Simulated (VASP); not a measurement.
Here is a VASP 6.6.1 calculation.

Contents of INCAR:

```
PREC = Accurate
ENCUT = 600
EDIFF = 1E-6
ISMEAR = 0
SIGMA = 0.01
LREAL = F
LASPH = T
NELM = 120
ALGO = Normal
ISIF = 2
LWAVE = F
LCHARG = T
GGA = PS
LELF = T
LVHAR = T
NBANDS = 11
GGA_COMPAT = F
```

Contents of KPOINTS:

```
Automatic mesh
0
Gamma
  4 4 4
```

POSCAR

```
MgS
1.0
    0.0157311411      2.6013909985      2.5856978984
    2.6013909985      0.0157311411      2.5856978984
    2.6171221396      2.6171221396      0.0000000000
Mg S
1 1
Direct
    0.0000000000      0.0000000000      0.0000000000
    0.5000000000      0.5000000000      0.5000000000
```

Potentials or basis: VASP PAW PBE potentials, release 64 (Mg, S).

Launch:

```sh
$ cat potpaw_PBE.64/Mg/POTCAR potpaw_PBE.64/S/POTCAR > POTCAR
$ mpirun -np 1 vasp_std > vasp.out
```

**Question.** What does it give for the band gap on the k mesh?

**Answer.** 2.60 eV (least direct gap 3.56 eV).

**Question.** What does it give for the pressure?

**Answer.** -0.2 GPa.

Stress tensor (GPa, compression positive):
```
-0.45 -0.66  0.00
-0.66 -0.45  0.00
 0.00  0.00  0.18
```

Caveat: the k points lie up to 0.53 Å⁻¹ apart; the PAW data sets were made with another functional, which shifts forces and pressure a little. A k mesh can miss the band edges.
